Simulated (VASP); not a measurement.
# B2O (P-3m1) in VASP: relaxation of cell and atoms with PBE+D3(BJ)

Aim: the relaxation of cell and atoms of B2O with PBE+D3(BJ).

Program: VASP 6.6.1. These are calculated values, not measurements. Logs are shortened: lines on timing, memory, paths and dates and some standing lists are left out, and cuts for length are marked.

### Step 1. The cell of the first run

The structure is trigonal, space group P-3m1 (No. 164). The conventional cell has a = 2.544 Å, b = 2.544 Å, c = 9.591 Å, α = 90.00°, β = 90.00°, γ = 120.00°. Within 2.1 Å of B (site symmetry 3m) lie 3 O at 1.57 Å and 1 B at 1.74 Å. B (site symmetry 3m) has 3 B at 1.58 Å within 2.1 Å. O (site symmetry 3m) has 3 B at 1.57 Å within 2.1 Å.

### Step 2. Relaxation of cell and atoms, PBE+D3(BJ)

The input, INCAR:

```
SYSTEM = B2O
  PREC = Accurate
  ENCUT = 600
  EDIFF = 1E-7
  ISMEAR = 0
  SIGMA = 0.1
  LREAL = .FALSE.
  LASPH = .TRUE.
  NELM = 60
  ALGO = Normal
  ISIF = 3
  LWAVE = .FALSE.
  LCHARG = .FALSE.
  GGA = PE
  IVDW = 12
  IBRION = 2
  NSW = 100
  EDIFFG = -0.005
```

The input, KPOINTS:

```
regular mesh
0
G
  18 18 4
  0 0 0
```

The input, POSCAR:

```
B2O
1.0
    2.5441024192      0.0000000000      0.0000000000
   -1.2720512096      2.2032573248      0.0000000000
    0.0000000000      0.0000000000      9.5912374046
B O
4 2
Direct
    0.0000000000      0.0000000000      0.4090752927
    0.0000000000      0.0000000000      0.5909247073
    0.6666666667      0.3333333333      0.0296473846
    0.3333333333      0.6666666667      0.9703526154
    0.6666666667      0.3333333333      0.3512087741
    0.3333333333      0.6666666667      0.6487912259
```

Potentials or basis: VASP PAW PBE potentials, release 64 (B, O).

Run with:

```console
$ cat potpaw_PBE.64/B/POTCAR potpaw_PBE.64/O/POTCAR > POTCAR
$ mpirun -np 1 vasp_std > vasp.out
```

OUTCAR:

```text
SYSTEM = B2O
   PREC = Accurate
   ENCUT = 600
   EDIFF = 1E-7
   ISMEAR = 0
   LREAL = .FALSE.
   LASPH = .TRUE.
   NELM = 60
   ISIF = 3
   GGA = PE
   IVDW = 12
   IBRION = 2
   NSW = 100
   EDIFFG = -0.005
 IVDW          = 12

 ion  position               nearest neighbor table
   1  0.000  0.000  0.409-   5 1.57   5 1.57   5 1.57   2 1.74
   2  0.000  0.000  0.591-   6 1.57   6 1.57   6 1.57   1 1.74
   3  0.667  0.333  0.030-   4 1.58   4 1.58   4 1.58
   4  0.333  0.667  0.970-   3 1.58   3 1.58   3 1.58
   5  0.667  0.333  0.351-   1 1.57   1 1.57   1 1.57
   6  0.333  0.667  0.649-   2 1.57   2 1.57   2 1.57

  LATTYP: Found a hexagonal cell.
 ALAT       =     2.5441024192
 C/A-ratio  =     3.7699887128

  Lattice vectors:

 A1 = (   2.5441024192,   0.0000000000,   0.0000000000)
 A2 = (  -1.2720512096,   2.2032573248,   0.0000000000)
 A3 = (   0.0000000000,   0.0000000000,   9.5912374046)

Analysis of symmetry for initial positions (statically):
=====================================================================
 Subroutine PRICEL returns:
 Original cell was already a primitive cell.

 Routine SETGRP: Setting up the symmetry group for a
 hexagonal supercell.

 Subroutine GETGRP returns: Found 12 space group operations
 (whereof 12 operations were pure point group operations)
 out of a pool of 24 trial point group operations.

The static configuration has the point symmetry D_3d.

Analysis of symmetry for dynamics (positions and initial velocities):
=====================================================================
 Subroutine PRICEL returns:
 Original cell was already a primitive cell.

 Routine SETGRP: Setting up the symmetry group for a
 hexagonal supercell.

 Subroutine GETGRP returns: Found 12 space group operations
 (whereof 12 operations were pure point group operations)
 out of a pool of 24 trial point group operations.

The dynamic configuration has the point symmetry D_3d.

 Subroutine INISYM returns: Found 12 space group operations
 (whereof 12 operations are pure point group operations),
 and found     1 'primitive' translations

----------------------------------------------------------------------------------------

                                     Primitive cell

  volume of cell :      53.7619

  direct lattice vectors                    reciprocal lattice vectors
     2.544102419  0.000000000  0.000000000     0.393065937  0.226936724  0.000000000
    -1.272051210  2.203257325  0.000000000     0.000000000  0.453873449  0.000000000
     0.000000000  0.000000000  9.591237405     0.000000000  0.000000000  0.104261834

  length of vectors
     2.544102419  2.544102419  9.591237405     0.453873449  0.453873449  0.104261834

  position of ions in fractional coordinates (direct lattice)
     0.000000000  0.000000000  0.409075293
     0.000000000  0.000000000  0.590924707
     0.666666667  0.333333333  0.029647385
     0.333333333  0.666666667  0.970352615
     0.666666667  0.333333333  0.351208774
     0.333333333  0.666666667  0.648791226

  ion indices of the primitive-cell ions
   primitive index   ion index
                 1           1
                 2           2
                 3           3
                 4           4
                 5           5
                 6           6

----------------------------------------------------------------------------------------

 KPOINTS: regular mesh

Automatic generation of k-mesh.
 Grid dimensions read from file:
 generate k-points for:   18   18    4

 Generating k-lattice:

  Cartesian coordinates                     Fractional coordinates (reciprocal lattice)
     0.021836996  0.012607596  0.000000000     0.055555556  0.000000000  0.000000000
     0.000000000  0.025215192  0.000000000     0.000000000  0.055555556  0.000000000
     0.000000000  0.000000000  0.026065458     0.000000000  0.000000000  0.250000000

  Length of vectors
     0.025215192  0.025215192  0.026065458

  Shift w.r.t. Gamma in fractional coordinates (k-lattice)
     0.000000000  0.000000000  0.000000000

 Subroutine IBZKPT returns following result:
 ===========================================

 Found    138 irreducible k-points:

 Following reciprocal coordinates:
            Coordinates               Weight
  0.000000  0.000000  0.000000      1.000000
  0.055556  0.000000  0.000000      6.000000
  0.111111  0.000000  0.000000      6.000000
  0.166667  0.000000  0.000000      6.000000
  0.222222  0.000000  0.000000      6.000000
  0.277778  0.000000  0.000000      6.000000
[... 16 lines left out ...]
  0.333333  0.111111  0.000000     12.000000
  0.388889  0.111111  0.000000     12.000000
 [... further k-points ...]
   k-points           NKPTS =    138   k-points in BZ     NKDIM =    138   number of bands    NBANDS=     16
   number of dos      NEDOS =    301   number of ions     NIONS =      6
   total plane-waves  NPLWV =  32000
   dimension x,y,z NGX =    20 NGY =   20 NGZ =   80
   dimension x,y,z NGXF=    40 NGYF=   40 NGZF=  160
   ions per type =               4   2
   NGX,Y,Z   is equivalent  to a cutoff of  13.07, 13.07, 13.87 a.u.
   NGXF,Y,Z  is equivalent  to a cutoff of  26.14, 26.14, 27.73 a.u.
 SYSTEM =  B2O
   PREC   = accura    normal or accurate (medium, high low for compatibility)
   ISTART =      0    job   : 0-new  1-cont  2-samecut
   ICHARG =      2    charge: 1-file 2-atom 10-const
   ISPIN  =      1    spin polarized calculation?
   LNONCOLLINEAR =      F non collinear calculations
   LSORBIT =      F    spin-orbit coupling
   LASPH  =      T    aspherical Exc in radial PAW
   ENCUT  =  600.0 eV  44.10 Ry    6.64 a.u.   5.08  5.08 19.16*2*pi/ulx,y,z
   NELM   =     60;   NELMIN=  2; NELMDL= -5     # of ELM steps
   EDIFF  = 0.1E-06   stopping-criterion for ELM
   LREAL  =      F    real-space projection
   EDIFFG = -.5E-02   stopping-criterion for IOM
   NSW    =    100    number of steps for IOM
   IBRION =      2    ionic relax: 0-MD 1-quasi-New 2-CG
   NFREE  =      1    steps in history (QN), initial steepest desc. (CG)
   ISIF   =      3    stress and relaxation
   ISYM   =      2    0-nonsym 1-usesym 2-fastsym
   POTIM  = 0.5000    time-step for ionic-motion
   TEBEG  =    0.0;   TEEND  =   0.0 temperature during run
   PSTRESS=    0.0 pullay stress
   NELECT =      24.0000    total number of electrons
   NUPDOWN=      -1.0000    fix difference up-down
   EMIN   =  10.00;   EMAX   =-10.00  energy-range for DOS
   EFERMI =   0.00;   METHOD = LEGACY
   ISMEAR =     0;   SIGMA  =   0.10  broadening in eV -4-tet -1-fermi 0-gaus
   EFERMI_NEDOS =   21; number of points for ismear=-14 and -15
   IALGO  =     38    algorithm
   IMIX   =      4    mixing-type and parameters
     AMIX     =   0.40;   BMIX     =  1.00
     AMIX_MAG =   1.60;   BMIX_MAG =  1.00
  volume/ion in A,a.u.               =       8.96        60.47
  Fermi-wavevector in a.u.,A,eV,Ry     =   1.251182  2.364391 21.299321  1.565456
  Thomas-Fermi vector in A             =   2.385141
   LORBIT       =      0    0 simple, 1 ext, 2 COOP (PROOUT), +10 PAW based schemes
   GGA     = PE    functional components
   LHFCALC =     F    Hartree Fock is set to
   AEXX    =    0.0000 exact exchange contribution
   IVDW    =    12    specifies the selected vdW correction
   LEPSILON=     F    determine dielectric tensor
   LRPA    =     F    only Hartree local field effects (RPA)
 conjugate gradient relaxation of ions
 non-spin polarized calculation
 Gauss-broadening in eV      SIGMA  =   0.10
  energy-cutoff  :      600.00
  volume of cell :       53.76
 maximum number of plane-waves:      1818
   NGX = 11   NGY = 11   NGZ = 39

--------------------------------------- Ionic step        1  -------------------------------------------

 number of electron      23.9999998 magnetization

 Free energy of the ion-electron system (eV)
  ---------------------------------------------------
  ext. energy  EPLUGINS =         0.00000000
  ---------------------------------------------------
  free energy    TOTEN  =       -39.57496984 eV

  energy without entropy =      -39.56934135  energy(sigma->0) =      -39.57215559

------------------------ aborting loop because EDIFF is reached ----------------------------------------

 Edisp (eV)   -0.80512

 E8    (eV) :    -0.2458

  FORCE on cell =-STRESS in cart. coord.  units (eV):
  Direction    XX          YY          ZZ          XY          YZ          ZX
  --------------------------------------------------------------------------------------
  -------------------------------------------------------------------------------------
  Total       0.18570     0.18570    -0.04228     0.00000    -0.00000     0.00000
  in kB       5.53421     5.53421    -1.25991     0.00000    -0.00000     0.00000
  external pressure =        3.27 kB  Pullay stress =        0.00 kB
[... 289 lines left out ...]
  energy  without entropy=      -40.3748239010  energy(sigma->0) =      -40.37759667

--------------------------------------- Ionic step        8  -------------------------------------------

 number of electron      23.9999999 magnetization

 Free energy of the ion-electron system (eV)
  ---------------------------------------------------
  ext. energy  EPLUGINS =         0.00000000
  ---------------------------------------------------
  free energy    TOTEN  =       -39.57682830 eV

  energy without entropy =      -39.57128914  energy(sigma->0) =      -39.57405872

 E-fermi :   4.5260     XC(G=0): -10.2887

 val. band max:        4.5223075152   @ k =   0.4444   0.0000   0.5000
 cond. band min:       4.5884557710   @ k =  -0.0556   0.4444   0.2500
 fundamental gap:      0.0661482558
 Fermi energy:         4.5259985906

 k-point     1 :       0.0000    0.0000    0.0000
  band No.  band energies     occupation
      1     -19.8816      2.00000
      2     -19.3434      2.00000
      3      -8.3881      2.00000
      4      -6.7163      2.00000
      5      -2.5502      2.00000
      6      -1.3973      2.00000
[... 8 lines left out ...]
     15       8.7401      0.00000
     16       9.6996      0.00000
[... 420 lines left out ...]
  band No.  band energies     occupation
      1     -17.6717      2.00000
      2     -17.4614      2.00000
      3      -7.7934      2.00000
      4      -7.4065      2.00000
      5      -4.0678      2.00000
      6      -3.8385      2.00000
[... 8 lines left out ...]
     15       8.3136      0.00000
     16      10.1465      0.00000

 [... further k-points ...]

------------------------ aborting loop because EDIFF is reached ----------------------------------------

 Edisp (eV)   -0.80355

 E8    (eV) :    -0.2454

  FORCE on cell =-STRESS in cart. coord.  units (eV):
  Direction    XX          YY          ZZ          XY          YZ          ZX
  --------------------------------------------------------------------------------------
  -------------------------------------------------------------------------------------
  Total      -0.00043    -0.00043    -0.00270     0.00000     0.00000     0.00000
  in kB      -0.01286    -0.01286    -0.08018     0.00000     0.00000     0.00000
  external pressure =       -0.04 kB  Pullay stress =        0.00 kB
[... 21 lines left out ...]
  FREE ENERGIE OF THE ION-ELECTRON SYSTEM (eV)
  ---------------------------------------------------
  free  energy   TOTEN  =       -40.3803804757 eV

  energy  without entropy=      -40.3748413093  energy(sigma->0) =      -40.37761089

 reached required accuracy - stopping structural energy minimisation
```

Wall time 12 min (1 thread of Intel Xeon 8259CL, shared host); peak memory 0.28 GiB.

Results:

- Free energy: -40.3804 eV
- Relaxed volume: 8.98 Å³/atom
- Relaxed cell: a = 2.548 Å, b = 2.548 Å, c = 9.581 Å, α = 90.00°, β = 90.00°, γ = 120.00°
- Space group after relaxing (to 0.1 Å): P-3m1 (No. 164)
- Energy gained by relaxing: 0.0 meV/atom
- Ionic steps: 8
- Pressure after relaxing: 0.0 GPa
- Largest force after relaxing: 0.004 eV/Å
- Band gap on the k mesh: zero (bands 12 and 13 overlap by 4.32 eV)
- Dispersion energy per atom: -0.134 eV

Forces on the atoms (eV/Å):
```
B    0.000  0.000  0.001
B    0.000  0.000 -0.001
B    0.000  0.000 -0.001
B    0.000  0.000  0.001
O    0.000  0.000 -0.004
O    0.000  0.000  0.004
```

The path:
```tsv
step	energy change (eV)	largest force (eV/Å)	pressure (GPa)	volume (Å³)
1	0.0000	0.0247	0.33	53.76
2	-0.0001	0.0425	-0.29	53.90
3	-0.0002	0.0178	-0.05	53.85
4	-0.0003	0.0132	0.00	53.84
5	-0.0003	0.0124	0.03	53.84
6	-0.0003	0.0117	0.03	53.85
7	-0.0003	0.0125	0.04	53.85
8	-0.0003	0.0036	0.00	53.87
```

Final structure:
```xyz
6
Lattice="2.5479 0.0000 0.0000 -1.2740 2.2066 0.0000 0.0000 0.0000 9.5813" Properties=species:S:1:pos:R:3 pbc="T T T"
B     1.2740    2.2066    3.9191
B     0.0000    0.0000    5.6622
B     1.2740    0.7355    0.2822
B     0.0000    1.4711    9.2991
O     1.2740    0.7355    3.3662
O     0.0000    1.4711    6.2152
```

The gap in the log of VASP goes by the Fermi energy; the results here count the filled bands.